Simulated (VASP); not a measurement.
Wanted: the native input for a VASP 6.6.1 run.

- Task: single point
- Functional: r2SCAN
- Potentials or basis: VASP PAW PBE potentials, release 64 (B, N)
- Cutoff: 520 eV
- k mesh: 12 × 12 × 12
- Occupations: gaussian, width 0.05 eV
- Spin: no spin polarisation
- Dipole correction: no
- Further INCAR settings: ALGO = Normal; EDIFF = 1e-07; NBANDS = 11

The system is BN.

```xyz
2
Lattice="0.0000 1.8130 1.8130 1.8130 0.0000 1.8130 1.8130 1.8130 0.0000" Properties=species:S:1:pos:R:3 pbc="T T T"
B     0.0530   -0.0530    0.0000
N     2.7195    2.7195    2.7195
```

This cell differs from its parent crystal: all B atoms moved +0.075 Å, as atom 1 along Cartesian [1 -1 0].

These files were run (other wordings do the same):

POSCAR

```
BN
1.0
    0.0000000000      1.8130010000      1.8130010000
    1.8130010000      0.0000000000      1.8130010000
    1.8130010000      1.8130010000      0.0000000000
B N
1 1
Direct
   -0.0292515054      0.0292515054      0.0000000000
    0.7500000000      0.7500000000      0.7500000000
```

INCAR.step1

```
SYSTEM = BN
ALGO = Normal ; EDIFF = 1E-4
ENCUT = 520 ; GGA = PE
ISMEAR = 0 ; LASPH = .TRUE.
LCHARG = .FALSE. ; LREAL = .FALSE.
LWAVE = .TRUE. ; NBANDS = 11
NELM = 80 ; PREC = Accurate
SIGMA = 0.05
```

INCAR.step2

```
SYSTEM = BN
ALGO = Normal ; EDIFF = 1E-7
ENCUT = 520 ; ISIF = 2
ISMEAR = 0 ; ISTART = 1
LASPH = .TRUE. ; LCHARG = .FALSE.
LMIXTAU = .TRUE. ; LREAL = .FALSE.
LWAVE = .FALSE. ; METAGGA = R2SCAN
NBANDS = 11 ; NELM = 80
PREC = Accurate ; SIGMA = 0.05
```

KPOINTS

```
k-points
0
G
  12 12 12
  0 0 0
```

Potentials or basis: VASP PAW PBE potentials, release 64 (B, N).

Run with:

```console
$ cat potpaw_PBE.64/B/POTCAR potpaw_PBE.64/N/POTCAR > POTCAR
$ cp INCAR.step1 INCAR
$ mpirun -np 1 vasp_std > vasp.out
$ cp INCAR.step2 INCAR
$ mpirun -np 1 vasp_std > vasp.out
```

It gave:

* Pressure: -2.5 GPa
* Largest force: 1.793 eV/Å
* Band gap on the k mesh: 4.27 eV, indirect (least direct gap 8.43 eV)

Caveat: the cell differs from its parent crystal (all B atoms moved +0.075 Å, as atom 1 along Cartesian [1 -1 0]); the PAW data sets were made with another functional, which shifts forces and pressure a little.

Run time: 99 s on 1 thread of Intel(R) Xeon(R) 6975P-C (Granite Rapids) (shared host), peak memory 0.17 GiB.
